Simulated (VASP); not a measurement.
**B2WN4: relaxation of cell and atoms with PBEsol**

B2WN4:

```
CELL_PARAMETERS angstrom
4.29551 -2.69504 0.00000
4.29551 2.69504 0.00000
-0.07376 0.00000 3.87607
ATOMIC_POSITIONS crystal
B 0.34892 0.34892 0.28010
B 0.65108 0.65108 0.71990
W 0.00000 0.00000 0.00000
N 0.13046 0.65306 0.77830
N 0.34694 0.86954 0.22170
N 0.86954 0.34694 0.22170
N 0.65306 0.13046 0.77830
```

```
Program                : VASP 6.6.1
Task                   : relaxation of cell and atoms
Functional             : PBEsol
Potentials or basis    : VASP PAW PBE potentials, release 64 (B, W_sv, N)
Cutoff                 : 600 eV
k mesh                 : 6 × 6 × 6
Occupations            : fermi-dirac, width 0.03 eV
Spin                   : no spin polarisation
Dipole correction      : no
Further INCAR settings : ALGO = Normal; EDIFF = 1e-06; IBRION = 2; EDIFFG = -0.01; NSW = 100; ISIF = 3
```

* Relaxed volume: 9.40 Å³/atom
* Relaxed cell: a = 6.137 Å, b = 6.137 Å, c = 2.435 Å, α = 99.89°, β = 99.89°, γ = 46.90°
* Space group after relaxing (to 0.1 Å): C2/m (No. 12)
* Pressure after relaxing: 0.0 GPa
* Largest force after relaxing: 0.007 eV/Å
* Band gap on the k mesh: zero (bands 20 and 21 overlap by 1.51 eV)

Forces on the atoms (eV/Å):
```
B   -0.001  0.000 -0.002
B    0.001  0.000  0.002
W    0.000  0.000  0.000
N   -0.004 -0.001  0.006
N    0.004 -0.001 -0.006
N    0.004  0.001 -0.006
N   -0.004  0.001  0.006
```

Final structure:
```
CELL_PARAMETERS angstrom
5.59656 -2.44209 -0.61038
5.59656 2.44209 -0.61038
-0.19379 0.00000 2.42742
ATOMIC_POSITIONS crystal
B 0.35409 0.35409 0.36223
B 0.64591 0.64591 0.63777
W 0.00000 0.00000 0.00000
N 0.16550 0.57166 0.87270
N 0.42834 0.83450 0.12730
N 0.83450 0.42834 0.12730
N 0.57166 0.16550 0.87270
```

Levels at points of the mesh, in eV from the Fermi level:
```
           k point  band 17  band 18  band 19  band 20  band 21  band 22  band 23  band 24
(0.00, 0.00, 0.00)    -1.69    -0.17     0.30     0.32     0.97     1.00     4.61     5.22
(0.50, 0.00, 0.00)    -3.02    -1.73    -0.98     0.39     0.77     3.23     4.52     4.60
(0.50, 0.50, 0.00)    -3.03     0.25     0.43     0.86     0.86     1.30     4.48     4.60
(0.00, 0.00, 0.50)    -2.15    -1.78    -1.46    -0.45     1.56     1.84     1.93     2.73
(0.50, 0.00, 0.50)    -2.00    -1.74    -1.45    -1.27    -0.11     0.60     2.50     3.76
(0.50, 0.50, 0.50)    -2.15    -1.90    -1.39    -0.62     1.63     1.85     1.96     2.60
```

It took 47 min on 1 thread of Intel(R) Xeon(R) 6975P-C (Granite Rapids), on a shared host, peak memory 0.36 GiB.

Caveat: the volume moved by over 15 % at a fixed basis, so the end points are rough; the PAW data sets were made with another functional, which shifts forces and pressure a little; spin-orbit coupling is left out, which moves the levels of the heavy elements.
